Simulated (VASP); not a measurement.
# ZnSe (I-4m2) in VASP: a series of runs, part 2 of 2

VASP 6.6.1. Earlier steps stand in the parts before.

### 3 Single point, PBE

This run uses another cell than the first one, of the same volume but with other edges.

INCAR reads:

```
  PREC = Accurate
  ENCUT = 520
  EDIFF = 1E-6
  ISMEAR = 0
  SIGMA = 0.05
  LREAL = False
  LASPH = True
  NELM = 60
  ALGO = Normal
  ISIF = 2
  LWAVE = False
  LCHARG = True
  GGA = PE
  LELF = True
  LVHAR = True
  NBANDS = 16
```

KPOINTS reads:

```
Automatic mesh
0
Gamma
  10 10 10
```

POSCAR reads:

```
ZnSe
1.0
    0.0000000000      2.9051842005      2.7889768325
    2.9051842005      0.0000000000      2.7889768325
    2.9051842005      2.9051842005      0.0000000000
Zn Se
1 1
Direct
    0.0000000000      0.0000000000      0.0000000000
    0.7500000000      0.7500000000      0.7500000000
```

Potentials or basis: VASP PAW PBE potentials, release 64 (Zn, Se).

Command:

```bash
$ cat potpaw_PBE.64/Zn/POTCAR potpaw_PBE.64/Se/POTCAR > POTCAR
$ mpirun -np 1 vasp_std > vasp.out
```

OUTCAR:

```text
PREC = Accurate
   ENCUT = 520
   EDIFF = 1E-6
   ISMEAR = 0
   LREAL = False
   LASPH = True
   NELM = 60
   ISIF = 2
   GGA = PE

 ion  position               nearest neighbor table
   1  0.000  0.000  0.000-   2 2.48   2 2.48   2 2.48   2 2.48
   2  0.750  0.750  0.750-   1 2.48   1 2.48   1 2.48   1 2.48

  LATTYP: Found a body centered tetragonal cell.
 ALAT       =     4.1085508975
 C/A-ratio  =     1.3576450199

  Lattice vectors:

 A1 = (   0.0000000000,  -2.9051842005,  -2.7889768325)
[... 626 lines left out ...]
      3      -4.9368      2.00000
      4      -4.9261      2.00000
      5      -4.7237      2.00000
      6      -4.7111      2.00000
[... 8 lines left out ...]
     15      14.3856      0.00000
     16      15.9194      0.00000

 [... further k-points ...]
[... 5 lines left out ...]
  --------------------------------------------------------------------------------------
  -------------------------------------------------------------------------------------
  Total       -0.0639502     -0.0639502      0.3180535      0.0000000      0.0000000      0.0000000
  in kB       -2.1763586     -2.1763586     10.8240178      0.0000000      0.0000000      0.0000000
  external PRESSURE =       2.1571002 kB  Pullay stress =       0.0000000 kB

 VOLUME and BASIS-vectors are now :
 -----------------------------------------------------------------------------
  energy-cutoff  :      520.00
  volume of cell :       47.08
      direct lattice vectors                 reciprocal lattice vectors
     0.000000000  2.905184200  2.788976832    -0.172106127  0.172106127  0.179277215
     2.905184200  0.000000000  2.788976832     0.172106127 -0.172106127  0.179277215
     2.905184200  2.905184200  0.000000000     0.172106127  0.172106127 -0.179277215

 POSITION                                       TOTAL-FORCE (eV/Angst)
 -----------------------------------------------------------------------------------
      0.00000      0.00000      0.00000        -0.000000     -0.000000     -0.000000
      4.35778      4.35778      4.18347         0.000000      0.000000      0.000000
 -----------------------------------------------------------------------------------
    total drift:                               -0.000006     -0.000006     -0.000012

  FREE ENERGIE OF THE ION-ELECTRON SYSTEM (eV)
  ---------------------------------------------------
  free  energy   TOTEN  =        -6.0277266453 eV

  energy  without entropy=       -6.0277266453  energy(sigma->0) =       -6.02772665
```

stdout:

```text
POSCAR found type information on POSCAR ZnSe
 POSCAR found :  2 types and       2 ions
 scaLAPACK will be used
 LDA part: xc-table for (Slater+PW92), standard interpolation
 POSCAR, INCAR and KPOINTS ok, starting setup
 FFT: planning ... GRIDC
 FFT: planning ... GRID_SOFT
 FFT: planning ... GRID
 WAVECAR not read
 entering main loop
```

It took 100 s on 1 thread of Intel Xeon Platinum 8259CL at 2.50GHz (Skylake/Cascade Lake), shared host; peak memory 0.23 GiB.

What came out:

- Free energy: -6.0277 eV
- Pressure: 0.2 GPa
- Band gap on the k mesh: 1.06 eV, direct

Levels at points of the mesh, in eV from the valence-band top:
| k point | band 5 | band 6 | band 7 | band 8 | band 9 | band 10 | band 11 | band 12 | band 13 | band 14 |
| --- | --- | --- | --- | --- | --- | --- | --- | --- | --- | --- |
| (0.00, 0.00, 0.00) | -6.18 | -6.17 | -0.13 | -0.13 | 0.00 | 1.06 | 5.72 | 5.74 | 5.74 | 9.71 |
| (0.50, 0.00, 0.00) | -6.15 | -6.03 | -5.10 | -1.02 | -0.80 | 2.38 | 6.15 | 6.48 | 8.40 | 10.70 |
| (0.50, 0.50, 0.00) | -6.13 | -5.98 | -4.54 | -2.29 | -2.29 | 2.87 | 3.12 | 10.65 | 10.90 | 10.90 |
| (0.50, 0.00, 0.50) | -6.14 | -6.03 | -4.77 | -2.11 | -2.04 | 3.03 | 3.50 | 10.26 | 10.69 | 11.08 |
